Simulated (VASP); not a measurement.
# O (R-3m) in VASP: further runs, part 2 of 2

VASP 6.6.1.

### 4 Single point, PBE-based screened hybrid with 25 % exact exchange

POSCAR

```
O
1.0
    1.6749479049      0.9670316238      3.7319995215
   -1.6749479049      0.9670316238      3.7319995215
    0.0000000000     -1.9340632475      3.7319995215
O
2
Direct
    0.0546147200      0.0546147200      0.0546147200
    0.9453852800      0.9453852800      0.9453852800
```

INCAR.step1

```
PREC = Accurate
ENCUT = 520
EDIFF = 1E-5
ISMEAR = -1
SIGMA = 0.05
LREAL = False
LASPH = True
NELM = 80
ALGO = Normal
ISIF = 2
LWAVE = True
LCHARG = False
NBANDS = 13
GGA = PE
```

INCAR.step2

```
PREC = Accurate
ENCUT = 520
EDIFF = 1E-6
ISMEAR = -1
SIGMA = 0.05
LREAL = False
LASPH = True
NELM = 80
ALGO = Normal
ISIF = 2
LWAVE = False
LCHARG = False
GGA = PE
LHFCALC = True
AEXX = 0.25
HFSCREEN = 0.3
PRECFOCK = Normal
NBANDS = 13
ISTART = 1
```

KPOINTS

```
regular mesh
0
Gamma
  5 5 5
```

Potentials or basis: VASP PAW PBE potentials, release 64 (O).

The run is started by

```sh
$ cat potpaw_PBE.64/O/POTCAR > POTCAR
$ cp INCAR.step1 INCAR
$ mpirun -np 1 vasp_std > vasp.out
$ cp INCAR.step2 INCAR
$ mpirun -np 1 vasp_std > vasp.out
```

OUTCAR:

```text
PREC = Accurate
   ENCUT = 520
   EDIFF = 1E-6
   ISMEAR = -1
   LREAL = False
   LASPH = True
   NELM = 80
   ISIF = 2
   GGA = PE
   LHFCALC = True
   AEXX = 0.25
   HFSCREEN = 0.3
   PRECFOCK = Normal
   ISTART = 1

 ion  position               nearest neighbor table
   1  0.055  0.055  0.055-   2 1.22
   2  0.945  0.945  0.945-   1 1.22

  LATTYP: Found a trigonal (rhomboedric) cell.
 ALAT       =     4.2033820995
 COS(alpha) =     0.6824333683

  Lattice vectors:

 A1 = (   1.6749479049,   0.9670316238,   3.7319995215)
 A2 = (  -1.6749479049,   0.9670316238,   3.7319995215)
 A3 = (   0.0000000000,  -1.9340632475,   3.7319995215)

Analysis of symmetry for initial positions (statically):
=====================================================================
 Subroutine PRICEL returns:
 Original cell was already a primitive cell.

 Routine SETGRP: Setting up the symmetry group for a
 trigonal (rhombohedral) supercell.

 Subroutine GETGRP returns: Found 12 space group operations
 (whereof 12 operations were pure point group operations)
 out of a pool of 12 trial point group operations.

The static configuration has the point symmetry D_3d.

Analysis of symmetry for dynamics (positions and initial velocities):
=====================================================================
 Subroutine PRICEL returns:
 Original cell was already a primitive cell.

 Routine SETGRP: Setting up the symmetry group for a
 trigonal (rhombohedral) supercell.

 Subroutine GETGRP returns: Found 12 space group operations
 (whereof 12 operations were pure point group operations)
 out of a pool of 12 trial point group operations.

The dynamic configuration has the point symmetry D_3d.

 Subroutine INISYM returns: Found 12 space group operations
 (whereof 12 operations are pure point group operations),
 and found     1 'primitive' translations

[... 121 lines left out ...]
   HFSCREEN=    0.3000 screening length (either q_TF or 0.3 A-1)
   HFSCREENC=   0.3000 screening length for correlation (either q_TF or 0.3 A-1)
   ENCUTFOCK=  -1.0 apply spherical cutoff to Coloumb kernel
   IVDW    =     0    specifies the selected vdW correction
   LEPSILON=     F    determine dielectric tensor
   LRPA    =     F    only Hartree local field effects (RPA)
 non-spin polarized calculation
  energy-cutoff  :      520.00
  volume of cell :       36.27
 maximum number of plane-waves:       995
  NGX = 24; NGY = 24; NGZ = 24

 number of electron      11.9999996 magnetization

 Free energy of the ion-electron system (eV)
  ---------------------------------------------------
  ext. energy  EPLUGINS =         0.00000000
  ---------------------------------------------------
  free energy    TOTEN  =       -11.53371336 eV

  energy without entropy =      -11.50141108  energy(sigma->0) =      -11.51756222

 E-fermi :  -2.4325     XC(G=0):  -6.2095

 val. band max:       -2.4799953845   @ k =   0.4000   0.4000   0.2000
 cond. band min:      -2.4197728138   @ k =  -0.2000   0.2000   0.0000
 fundamental gap:      0.0602225707
 Fermi energy:        -2.4325497043

 k-point     1 :       0.0000    0.0000    0.0000
  band No.  band energies     occupation
      1     -31.5539      2.00000
      2     -18.2816      2.00000
      3     -11.3563      2.00000
      4      -9.7982      2.00000
      5      -9.7982      2.00000
      6      -2.1395      0.00568
      7      -2.1395      0.00568
      8       4.6211      0.00000
      9       9.4933      0.00000
     10      11.7326      0.00000
     11      13.9707      0.00000
     12      16.3706      0.00000
     13      16.3706      0.00000
[... 274 lines left out ...]
  band No.  band energies     occupation
      1     -31.4943      2.00000
      2     -18.6231      2.00000
      3     -10.4508      2.00000
      4     -10.1715      2.00000
      5      -9.9265      2.00000
      6      -2.3699      0.44446
      7      -2.0340      0.00069
      8       5.7756      0.00000
      9       6.7631      0.00000
     10      10.7422      0.00000
     11      12.6839      0.00000
     12      16.2175      0.00000
     13      17.7446      0.00000

------------------------ aborting loop because EDIFF is reached ----------------------------------------

  FORCE on cell =-STRESS in cart. coord.  units (eV):
  Direction    XX          YY          ZZ          XY          YZ          ZX
  --------------------------------------------------------------------------------------
  -------------------------------------------------------------------------------------
  Total       -1.0411697     -1.0411697     -1.4081008      0.0000000     -0.0000000      0.0000000
  in kB      -45.9935888    -45.9935888    -62.2027424      0.0000000     -0.0000000      0.0000000
  external PRESSURE =     -51.3966400 kB  Pullay stress =       0.0000000 kB

 VOLUME and BASIS-vectors are now :
 -----------------------------------------------------------------------------
  energy-cutoff  :      520.00
  volume of cell :       36.27
      direct lattice vectors                 reciprocal lattice vectors
     1.674947905  0.967031624  3.731999522     0.298516747  0.172348724  0.089317625
    -1.674947905  0.967031624  3.731999522    -0.298516747  0.172348724  0.089317625
     0.000000000 -1.934063247  3.731999522     0.000000000 -0.344697449  0.089317625

 POSITION                                       TOTAL-FORCE (eV/Angst)
 -----------------------------------------------------------------------------------
      0.00000      0.00000      0.61147         0.000000     -0.000000     -0.978376
      0.00000      0.00000     10.58453         0.000000      0.000000      0.978376
 -----------------------------------------------------------------------------------
    total drift:                               -0.000000      0.000000      0.000001

  FREE ENERGIE OF THE ION-ELECTRON SYSTEM (eV)
  ---------------------------------------------------
  free  energy   TOTEN  =       -11.5337133634 eV

  energy  without entropy=      -11.5014110819  energy(sigma->0) =      -11.51756222
```

OSZICAR.step1:

```text
N       E                     dE             d eps       ncg     rms          rms(c)
DAV:   1     0.439196712166E+02    0.43920E+02   -0.58111E+03   494   0.804E+02
DAV:   2    -0.752602955900E+01   -0.51446E+02   -0.49381E+02   684   0.176E+02
DAV:   3    -0.942935970746E+01   -0.19033E+01   -0.18690E+01   579   0.330E+01
DAV:   4    -0.943728405071E+01   -0.79243E-02   -0.79207E-02   554   0.251E+00
DAV:   5    -0.943732355503E+01   -0.39504E-04   -0.39504E-04   579   0.171E-01    0.445E+00
DAV:   6    -0.919936251253E+01    0.23796E+00   -0.20367E-01   534   0.415E+00    0.233E+00
DAV:   7    -0.915039591880E+01    0.48967E-01   -0.18829E-01   584   0.385E+00    0.463E-01
DAV:   8    -0.915276321572E+01   -0.23673E-02   -0.17213E-02   499   0.105E+00    0.915E-02
DAV:   9    -0.915285254263E+01   -0.89327E-04   -0.12074E-04   584   0.106E-01    0.277E-02
DAV:  10    -0.915286378830E+01   -0.11246E-04   -0.24894E-05   524   0.426E-02    0.990E-03
DAV:  11    -0.915286546152E+01   -0.16732E-05   -0.51556E-06   518   0.201E-02
   1 F= -.91528655E+01 E0= -.91320261E+01  d E =-.416786E-01
```

It took 13 min on 1 thread of AMD EPYC 7R43 (Zen 3), shared host; peak memory 0.23 GiB.

Results:

```yaml
Free_energy: -11.5337 eV
Pressure: -5.1 GPa
Largest_force: 0.978 eV/Å
Band_gap_on_the_k_mesh: zero (bands 6 and 7 overlap by 0.63 eV)
```

Forces on the atoms (eV/Å):
```
O    0.000  0.000 -0.978
O    0.000  0.000  0.978
```

Caveat: the k points lie up to 0.45 Å⁻¹ apart, too coarse for converged energies and pressures of a metal; the standard files for N, O and F lose accuracy on very short bonds; spin is off for a triplet molecule; this functional lacks dispersion, which holds the molecules together, so the pressure and a relaxed volume are unreliable; the PAW data sets were made with another functional, which shifts forces and pressure a little.

### 5 Overview

| task | level | potentials or basis | cell | k mesh | cutoff (eV) | smearing | grid for exact exchange (PRECFOCK) | share of exact exchange | screening parameter | gap on the mesh (eV) | pressure (GPa) | largest force (eV/Å) |
| --- | --- | --- | --- | --- | --- | --- | --- | --- | --- | --- | --- | --- |
| molecular dynamics | LDA | VASP PAW LDA potentials, release 64 (O) | a = 4.203 Å, angles 47.0°, 2 atoms | 7 × 7 × 7 | 520 | methfessel-paxton 0.05 eV | - | - | - | - | - | - |
| single point | LDA | VASP PAW LDA potentials, release 64 (O) | a = 3.902 Å, angles 47.0°, 2 atoms | 9 × 9 × 9 | 600 | tetrahedron | - | - | - | none | 12.1 | 8.97 |
| single point | PBE-based screened hybrid with 25 % exact exchange | VASP PAW PBE potentials, release 64 (O) | a = 4.203 Å, angles 47.0°, 2 atoms | 5 × 5 × 5 | 520 | fermi-dirac 0.05 eV | Normal | 0.25 | 0.3 1/Å | none | -5.1 | 0.98 |

Alike in all rows: no spin polarisation.

Caveats: some runs use coarse meshes; the standard files for N, O and F lose accuracy on very short bonds; spin is off for a triplet molecule; the cell stands under pressure (at least some runs); forces of over 1 eV/Å act on the atoms, so gaps and moduli don't describe the material at rest (at least some runs); this functional lacks dispersion, which holds the molecules together, so the pressure and a relaxed volume are unreliable (at least some runs); the PAW data sets were made with another functional, which shifts forces and pressure a little (at least some runs).

Total energies depend on the potentials used, so only differences within one code and one set of settings carry meaning.
